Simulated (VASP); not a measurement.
# ZrGe2Pd3 (P4/mmm) in VASP: a series of runs

Runs on ZrGe2Pd3. Level: PBE. Tasks: single point, relaxation of cell and atoms.

All numbers are computed with VASP 6.6.1; they aren't measurements. Logs are shortened: lines on timing, memory, paths and dates and some standing lists are left out, and cuts for length are marked.

## Step 1: The cell of the first run

The structure is tetragonal, space group P4/mmm (No. 123). The conventional cell has a = 5.020 Å, b = 5.020 Å, c = 5.001 Å, α = 90.00°, β = 90.00°, γ = 90.00°. Zr (site symmetry 4/mmm) has 2 Pd at 2.50 Å within 3.3 Å. Ge (site symmetry 4/mmm) has 2 Ge at 2.50 Å and 4 Pd at 2.51 Å within 3.3 Å. Ge (site symmetry 4/mmm) has 2 Ge at 2.50 Å within 3.3 Å. Pd (site symmetry 4/mmm) has 2 Zr at 2.50 Å and 4 Pd at 2.51 Å within 3.3 Å. Pd (site symmetry mmm) has 2 Ge at 2.51 Å and 2 Pd at 2.51 Å within 3.3 Å.

The cell was built from a structure type or drawn by symmetry, and may not be a known phase.

## Step 2: Single point, PBE

INCAR

```
SYSTEM = ZrGe2Pd3
PREC = Accurate
ENCUT = 520
EDIFF = 1E-6
ISMEAR = 0
SIGMA = 0.2
LREAL = .FALSE.
LASPH = .TRUE.
NELM = 100
ALGO = Fast
ISIF = 2
LWAVE = .FALSE.
LCHARG = .FALSE.
GGA = PE
NBANDS = 44
```

KPOINTS

```
regular mesh
0
G
  4 4 3
  0 0 0
```

POSCAR

```
ZrGe2Pd3
1.0
    5.0199686117      0.0000000000      0.0000000000
    0.0000000000      5.0199686117      0.0000000000
    0.0000000000      0.0000000000      5.0014050055
Zr Ge Pd
1 2 3
Direct
    0.5000000000      0.5000000000      0.5000000000
    0.0000000000      0.0000000000      0.0000000000
    0.0000000000      0.0000000000      0.5000000000
    0.5000000000      0.5000000000      0.0000000000
    0.0000000000      0.5000000000      0.0000000000
    0.5000000000      0.0000000000      0.0000000000
```

Potentials or basis: VASP PAW PBE potentials, release 64 (Zr_sv, Ge_d, Pd).

Command:

```bash
cat potpaw_PBE.64/Zr_sv/POTCAR potpaw_PBE.64/Ge_d/POTCAR potpaw_PBE.64/Pd/POTCAR > POTCAR
mpirun -np 1 vasp_std > vasp.out
```

OUTCAR:

```text
SYSTEM = ZrGe2Pd3
   PREC = Accurate
   ENCUT = 520
   EDIFF = 1E-6
   ISMEAR = 0
   LREAL = .FALSE.
   LASPH = .TRUE.
   NELM = 100
   ISIF = 2
   GGA = PE

 ion  position               nearest neighbor table
   1  0.500  0.500  0.500-   4 2.50   4 2.50   6 3.54   5 3.54   5 3.54   6 3.54   6 3.54   6 3.54
                             5 3.54   5 3.54
   2  0.000  0.000  0.000-   3 2.50   3 2.50   6 2.51   5 2.51   5 2.51   6 2.51
   3  0.000  0.000  0.500-   2 2.50   2 2.50
   4  0.500  0.500  0.000-   1 2.50   1 2.50   6 2.51   5 2.51   6 2.51   5 2.51
   5  0.000  0.500  0.000-   2 2.51   4 2.51   2 2.51   4 2.51   1 3.54   1 3.54   1 3.54   1 3.54

   6  0.500  0.000  0.000-   2 2.51   4 2.51   4 2.51   2 2.51   1 3.54   1 3.54   1 3.54   1 3.54

  LATTYP: Found a simple tetragonal cell.
 ALAT       =     5.0199686117
 C/A-ratio  =     0.9963020474

  Lattice vectors:

 A1 = (   5.0199686117,   0.0000000000,   0.0000000000)
 A2 = (   0.0000000000,   5.0199686117,   0.0000000000)
 A3 = (   0.0000000000,   0.0000000000,   5.0014050055)

Analysis of symmetry for initial positions (statically):
=====================================================================
 Subroutine PRICEL returns:
 Original cell was already a primitive cell.

 Routine SETGRP: Setting up the symmetry group for a
 simple tetragonal supercell.

 Subroutine GETGRP returns: Found 16 space group operations
 (whereof 16 operations were pure point group operations)
 out of a pool of 16 trial point group operations.

The static configuration has the point symmetry D_4h.

Analysis of symmetry for dynamics (positions and initial velocities):
=====================================================================
 Subroutine PRICEL returns:
 Original cell was already a primitive cell.

 Routine SETGRP: Setting up the symmetry group for a
 simple tetragonal supercell.

 Subroutine GETGRP returns: Found 16 space group operations
 (whereof 16 operations were pure point group operations)
 out of a pool of 16 trial point group operations.

The dynamic configuration has the point symmetry D_4h.

 Subroutine INISYM returns: Found 16 space group operations
 (whereof 16 operations are pure point group operations),
 and found     1 'primitive' translations

----------------------------------------------------------------------------------------

                                     Primitive cell

  volume of cell :     126.0358

[... 86 lines left out ...]
   NSW    =      0    number of steps for IOM
   IBRION =     -1    ionic relax: 0-MD 1-quasi-New 2-CG
   NFREE  =      0    steps in history (QN), initial steepest desc. (CG)
   ISIF   =      2    stress and relaxation
   ISYM   =      2    0-nonsym 1-usesym 2-fastsym
   POTIM  = 0.5000    time-step for ionic-motion
   TEBEG  =    0.0;   TEEND  =   0.0 temperature during run
   PSTRESS=    0.0 pullay stress
   NELECT =      70.0000    total number of electrons
   NUPDOWN=      -1.0000    fix difference up-down
   EMIN   =  10.00;   EMAX   =-10.00  energy-range for DOS
   EFERMI =   0.00;   METHOD = LEGACY
   ISMEAR =     0;   SIGMA  =   0.20  broadening in eV -4-tet -1-fermi 0-gaus
   EFERMI_NEDOS =   21; number of points for ismear=-14 and -15
   IALGO  =     68    algorithm
   IMIX   =      4    mixing-type and parameters
     AMIX     =   0.40;   BMIX     =  1.00
     AMIX_MAG =   1.60;   BMIX_MAG =  1.00
  volume/ion in A,a.u.               =      21.01       141.76
  Fermi-wavevector in a.u.,A,eV,Ry     =   1.345683  2.542973 24.638291  1.810863
  Thomas-Fermi vector in A             =   2.473576
   LORBIT       =      0    0 simple, 1 ext, 2 COOP (PROOUT), +10 PAW based schemes
   GGA     = PE    functional components
   LHFCALC =     F    Hartree Fock is set to
   AEXX    =    0.0000 exact exchange contribution
   IVDW    =     0    specifies the selected vdW correction
   LEPSILON=     F    determine dielectric tensor
   LRPA    =     F    only Hartree local field effects (RPA)
 non-spin polarized calculation
 RMM-DIIS sequential band-by-band and
 Gauss-broadening in eV      SIGMA  =   0.20
  energy-cutoff  :      520.00
  volume of cell :      126.04
 maximum number of plane-waves:      3422
 NGX is ok and might be reduce to    40
   NGX = 19   NGY = 19   NGZ = 19

 number of electron      69.9999971 magnetization

 Free energy of the ion-electron system (eV)
  ---------------------------------------------------
  ext. energy  EPLUGINS =         0.00000000
  ---------------------------------------------------
  free energy    TOTEN  =       -31.58466790 eV

  energy without entropy =      -31.49165340  energy(sigma->0) =      -31.53816065

 E-fermi :   6.7656     XC(G=0): -10.9102

 val. band max:        6.7361972801   @ k =   0.2500   0.0000   0.3333
 cond. band min:       6.7688475507   @ k =   0.5000   0.2500   0.0000
 fundamental gap:      0.0326502706
 Fermi energy:         6.7656155666

 k-point     1 :       0.0000    0.0000    0.0000
  band No.  band energies     occupation
      1     -43.5824      2.00000
      2     -21.5444      2.00000
      3     -21.5444      2.00000
      4     -21.5377      2.00000
      5     -18.3445      2.00000
      6     -18.1721      2.00000
[... 553 lines left out ...]
     43       9.1821      0.00000
     44      13.2594      0.00000

------------------------ aborting loop because EDIFF is reached ----------------------------------------

  FORCE on cell =-STRESS in cart. coord.  units (eV):
  Direction    XX          YY          ZZ          XY          YZ          ZX
  --------------------------------------------------------------------------------------
  -------------------------------------------------------------------------------------
  Total       -0.0001831     -0.0001831     -0.0416881      0.0000000      0.0000000      0.0000000
  in kB       -0.0023274     -0.0023274     -0.5299419      0.0000000      0.0000000      0.0000000
  external PRESSURE =      -0.1781989 kB  Pullay stress =       0.0000000 kB

 VOLUME and BASIS-vectors are now :
 -----------------------------------------------------------------------------
  energy-cutoff  :      520.00
  volume of cell :      126.04
      direct lattice vectors                 reciprocal lattice vectors
     5.019968612  0.000000000  0.000000000     0.199204433  0.000000000  0.000000000
     0.000000000  5.019968612  0.000000000     0.000000000  0.199204433  0.000000000
     0.000000000  0.000000000  5.001405005     0.000000000  0.000000000  0.199943816

 POSITION                                       TOTAL-FORCE (eV/Angst)
 -----------------------------------------------------------------------------------
      2.50998      2.50998      2.50070         0.000000      0.000000      0.000000
      0.00000      0.00000      0.00000         0.000000      0.000000      0.000000
      0.00000      0.00000      2.50070         0.000000      0.000000      0.000000
      2.50998      2.50998      0.00000         0.000000      0.000000      0.000000
      0.00000      2.50998      0.00000         0.000000      0.000000      0.000000
      2.50998      0.00000      0.00000         0.000000      0.000000      0.000000
 -----------------------------------------------------------------------------------
    total drift:                               -0.000000      0.000000     -0.000000

  FREE ENERGIE OF THE ION-ELECTRON SYSTEM (eV)
  ---------------------------------------------------
  free  energy   TOTEN  =       -31.5846679020 eV

  energy  without entropy=      -31.4916533967  energy(sigma->0) =      -31.53816065
```

OSZICAR:

```text
N       E                     dE             d eps       ncg     rms          rms(c)
DAV:   1     0.790614141545E+03    0.79061E+03   -0.33243E+04  1352   0.316E+03
DAV:   2     0.925878966712E+02   -0.69803E+03   -0.67066E+03  1068   0.913E+02
DAV:   3    -0.234264277451E+02   -0.11601E+03   -0.11274E+03  1180   0.201E+02
DAV:   4    -0.338641566712E+02   -0.10438E+02   -0.10294E+02  1740   0.611E+01
[... 39 lines left out ...]
RMM:  44    -0.315846769251E+02    0.24107E-05   -0.72621E-06  1019   0.906E-03    0.161E-01
RMM:  45    -0.315846745506E+02    0.23746E-05   -0.44349E-06   921   0.779E-03    0.160E-01
RMM:  46    -0.315846720523E+02    0.24982E-05   -0.40291E-06   966   0.896E-03    0.158E-01
RMM:  47    -0.315846682281E+02    0.38242E-05   -0.42220E-06  1079   0.103E-02    0.155E-01
RMM:  48    -0.315846679020E+02    0.32610E-06   -0.27748E-06   895   0.760E-03
   1 F= -.31584668E+02 E0= -.31538161E+02  d E =-.930145E-01
```

stdout:

```text
POSCAR found type information on POSCAR ZrGePd
 POSCAR found :  3 types and       6 ions
 scaLAPACK will be used
 LDA part: xc-table for (Slater+PW92), standard interpolation
 POSCAR, INCAR and KPOINTS ok, starting setup
 FFT: planning ... GRIDC
 FFT: planning ... GRID_SOFT
 FFT: planning ... GRID
 WAVECAR not read
 entering main loop
WARNING in EDDRMM: call to ZHEGV failed, returncode =   8  4     30
WARNING in EDDRMM: call to ZHEGV failed, returncode =   6  3     25
WARNING in EDDRMM: call to ZHEGV failed, returncode =   8  4     42
WARNING in EDDRMM: call to ZHEGV failed, returncode =   6  3     19
WARNING in EDDRMM: call to ZHEGV failed, returncode =   8  4     42
```

It took 2.5 min on 1 thread of Intel Xeon 6975P-C (Granite Rapids), shared host; peak memory 0.28 GiB.

Results:

| Item | Value |
| --- | --- |
| Free energy | -31.5847 eV |
| Pressure | 0.0 GPa |
| Band gap on the k mesh | zero (bands 35 and 36 overlap by 1.18 eV) |

Caveat: the k points lie up to 0.42 Å⁻¹ apart, too coarse for converged energies and pressures of a metal.

## Step 3: Single point, PBE

This run uses another cell than the first one, of 34.07 Å³/atom.

INCAR

```
  PREC = Accurate
  ENCUT = 520
  EDIFF = 1E-7
  ISMEAR = 0
  SIGMA = 0.2
  LREAL = False
  LASPH = True
  NELM = 80
  ALGO = Fast
  ISIF = 2
  LWAVE = False
  LCHARG = False
  GGA = PE
  NBANDS = 44
```

KPOINTS

```
regular mesh
0
Gamma
  4 4 3
```

POSCAR

```
ZrGe2Pd3
1.0
    5.1548927641      0.0000000000      0.0000000000
    0.0000000000      5.1548927641      0.0000000000
    0.0000000000      0.0000000000      7.6936994932
Zr Ge Pd
1 2 3
Direct
    0.5000000000      0.5000000000      0.0000000000
    0.5000000000      0.0000000000      0.0000000000
    0.0000000000      0.5000000000      0.0000000000
    0.0000000000      0.0000000000      0.6667736374
    0.0000000000      0.0000000000      0.3332263626
    0.0000000000      0.0000000000      0.0000000000
```

Potentials or basis: VASP PAW PBE potentials, release 64 (Zr_sv, Ge_d, Pd).

Command:

```bash
cat potpaw_PBE.64/Zr_sv/POTCAR potpaw_PBE.64/Ge_d/POTCAR potpaw_PBE.64/Pd/POTCAR > POTCAR
mpirun -np 1 vasp_std > vasp.out
```

OUTCAR:

```text
PREC = Accurate
   ENCUT = 520
   EDIFF = 1E-7
   ISMEAR = 0
   LREAL = False
   LASPH = True
   NELM = 80
   ISIF = 2
   GGA = PE

 ion  position               nearest neighbor table
   1  0.500  0.500  0.000-   2 2.58   3 2.58   2 2.58   3 2.58   6 3.65   6 3.65   6 3.65   6 3.65

   2  0.500  0.000  0.000-   1 2.58   6 2.58   1 2.58   6 2.58
   3  0.000  0.500  0.000-   1 2.58   6 2.58   6 2.58   1 2.58
   4  0.000  0.000  0.667-   6 2.56   5 2.57
   5  0.000  0.000  0.333-   6 2.56   4 2.57
   6  0.000  0.000  0.000-   4 2.56   5 2.56   2 2.58   3 2.58   3 2.58   2 2.58   1 3.65   1 3.65
                             1 3.65   1 3.65

  LATTYP: Found a simple tetragonal cell.
 ALAT       =     5.1548927641
 C/A-ratio  =     1.4925042761

  Lattice vectors:

 A1 = (   5.1548927641,   0.0000000000,   0.0000000000)
 A2 = (   0.0000000000,   5.1548927641,   0.0000000000)
 A3 = (   0.0000000000,   0.0000000000,   7.6936994932)

Analysis of symmetry for initial positions (statically):
[... 168 lines left out ...]
  energy without entropy =      -27.53994766  energy(sigma->0) =      -27.62000352

 E-fermi :   2.1564     XC(G=0):  -7.9766

 val. band max:        2.1477783050   @ k =   0.5000   0.2500   0.0000
 cond. band min:       2.1672408153   @ k =   0.2500   0.2500   0.0000
 fundamental gap:      0.0194625103
 Fermi energy:         2.1563629658

 k-point     1 :       0.0000    0.0000    0.0000
  band No.  band energies     occupation
      1     -47.2153      2.00000
      2     -25.4771      2.00000
      3     -25.2182      2.00000
      4     -25.2182      2.00000
      5     -22.0874      2.00000
      6     -22.0802      2.00000
[... 553 lines left out ...]
     43       5.5351      0.00000
     44       6.6223      0.00000

------------------------ aborting loop because EDIFF is reached ----------------------------------------

  FORCE on cell =-STRESS in cart. coord.  units (eV):
  Direction    XX          YY          ZZ          XY          YZ          ZX
  --------------------------------------------------------------------------------------
  -------------------------------------------------------------------------------------
  Total       -0.2489393     -0.2489393     -0.4160734      0.0000000      0.0000000      0.0000000
  in kB       -1.9508759     -1.9508759     -3.2606644      0.0000000      0.0000000      0.0000000
  external PRESSURE =      -2.3874720 kB  Pullay stress =       0.0000000 kB

 VOLUME and BASIS-vectors are now :
 -----------------------------------------------------------------------------
  energy-cutoff  :      520.00
  volume of cell :      204.44
      direct lattice vectors                 reciprocal lattice vectors
     5.154892764  0.000000000  0.000000000     0.193990456  0.000000000  0.000000000
     0.000000000  5.154892764  0.000000000     0.000000000  0.193990456  0.000000000
     0.000000000  0.000000000  7.693699493     0.000000000  0.000000000  0.129976483

 POSITION                                       TOTAL-FORCE (eV/Angst)
 -----------------------------------------------------------------------------------
      2.57745      2.57745      0.00000         0.000000     -0.000000      0.000000
      2.57745      0.00000      0.00000         0.000000     -0.000000      0.000000
      0.00000      2.57745      0.00000         0.000000     -0.000000      0.000000
      0.00000      0.00000      5.12996        -0.000000      0.000000      0.021549
      0.00000      0.00000      2.56374         0.000000     -0.000000     -0.021549
      0.00000      0.00000      0.00000         0.000000     -0.000000      0.000000
 -----------------------------------------------------------------------------------
    total drift:                               -0.000000      0.000000     -0.000000

  FREE ENERGIE OF THE ION-ELECTRON SYSTEM (eV)
  ---------------------------------------------------
  free  energy   TOTEN  =       -27.7000593884 eV

  energy  without entropy=      -27.5399476610  energy(sigma->0) =      -27.62000352
```

OSZICAR:

```text
N       E                     dE             d eps       ncg     rms          rms(c)
DAV:   1     0.785038202630E+03    0.78504E+03   -0.32362E+04  1336   0.262E+03
DAV:   2     0.896697469668E+02   -0.69537E+03   -0.66708E+03  1140   0.839E+02
DAV:   3    -0.189524465299E+02   -0.10862E+03   -0.10563E+03  1280   0.181E+02
[... 13 lines left out ...]
RMM:  69    -0.277000599404E+02   -0.82815E-07   -0.14386E-06  1009   0.394E-03    0.679E-02
RMM:  70    -0.277000597465E+02    0.19386E-06   -0.12243E-06  1063   0.418E-03    0.671E-02
RMM:  71    -0.277000595433E+02    0.20328E-06   -0.13979E-06  1287   0.471E-03    0.649E-02
RMM:  72    -0.277000594567E+02    0.86518E-07   -0.10162E-06  1075   0.388E-03    0.638E-02
RMM:  73    -0.277000593884E+02    0.68381E-07   -0.91141E-07   958   0.373E-03
   1 F= -.27700059E+02 E0= -.27620004E+02  d E =-.160112E+00
```

Run time: 6.5 min. Hardware: 1 thread of Intel Xeon 6975P-C (Granite Rapids), shared host; peak memory 0.37 GiB.

What came out:

- Free energy: -27.7001 eV
- Pressure: -0.2 GPa
- Largest force: 0.022 eV/Å
- Band gap on the k mesh: zero (bands 35 and 36 overlap by 0.60 eV)

Forces in eV/Å, atoms in the order of the input:
```
Zr   0.000  0.000  0.000
Ge   0.000  0.000  0.000
Ge   0.000  0.000  0.000
Pd   0.000  0.000  0.022
Pd   0.000  0.000 -0.022
Pd   0.000  0.000  0.000
```

Stress tensor (GPa, compression positive):
```
-0.20  0.00  0.00
 0.00 -0.20  0.00
 0.00  0.00 -0.33
```

## Step 4: Single point, PBE

This run uses another cell than the first one, of 34.31 Å³/atom.

INCAR

```
SYSTEM = ZrGe2Pd3
ALGO = Fast
EDIFF = 1E-6
ENCUT = 520
GGA = PE
ISIF = 2
ISMEAR = 0
LASPH = .TRUE.
LCHARG = .FALSE.
LREAL = .FALSE.
LWAVE = .FALSE.
NBANDS = 44
NELM = 60
PREC = Accurate
SIGMA = 0.2
```

KPOINTS

```
k-points
0
G
  4 4 3
  0 0 0
```

POSCAR

```
ZrGe2Pd3
1.0
    5.1726730472      0.0000000000      0.0000000000
    0.0000000000      5.1726730472      0.0000000000
    0.0000000000      0.0000000000      7.6937534885
Zr Ge Pd
1 2 3
Direct
    0.5000000000      0.5000000000      0.5000000000
    0.0000000000      0.5000000000      0.5000000000
    0.5000000000      0.0000000000      0.5000000000
    0.0000000000      0.0000000000      0.8330653873
    0.0000000000      0.0000000000      0.1669346127
    0.0000000000      0.0000000000      0.5000000000
```

Command:

```bash
cat potpaw_PBE.64/Zr_sv/POTCAR potpaw_PBE.64/Ge_d/POTCAR potpaw_PBE.64/Pd/POTCAR > POTCAR
mpirun -np 1 vasp_std > vasp.out
```

It took 4 min on 1 thread of Intel Xeon 6975P-C (Granite Rapids), shared host; peak memory 0.36 GiB.

The run converged. Its results:

* Free energy: -27.6972 eV
* Pressure: -0.6 GPa
* Largest force: 0.006 eV/Å
* Band gap on the k mesh: zero (bands 35 and 36 overlap by 0.60 eV)

Forces on the atoms (eV/Å):
```
Zr   0.000  0.000  0.000
Ge   0.000  0.000  0.000
Ge   0.000  0.000  0.000
Pd   0.000  0.000 -0.006
Pd   0.000  0.000  0.006
Pd   0.000  0.000  0.000
```

Stress tensor (GPa, compression positive):
```
-0.65  0.00  0.00
 0.00 -0.65  0.00
 0.00  0.00 -0.37
```

Levels at points of the mesh, in eV from the Fermi level:
```
           k point  band 33  band 34  band 35  band 36  band 37  band 38
(0.00, 0.00, 0.00)    -0.54    -0.08    -0.08     0.71     0.71     1.07
(0.50, 0.00, 0.00)    -0.16    -0.13    -0.08     0.58     0.60     0.74
(0.50, 0.50, 0.00)    -0.59    -0.56    -0.05    -0.05     0.90     1.01
```

[end of part 1 of 2]
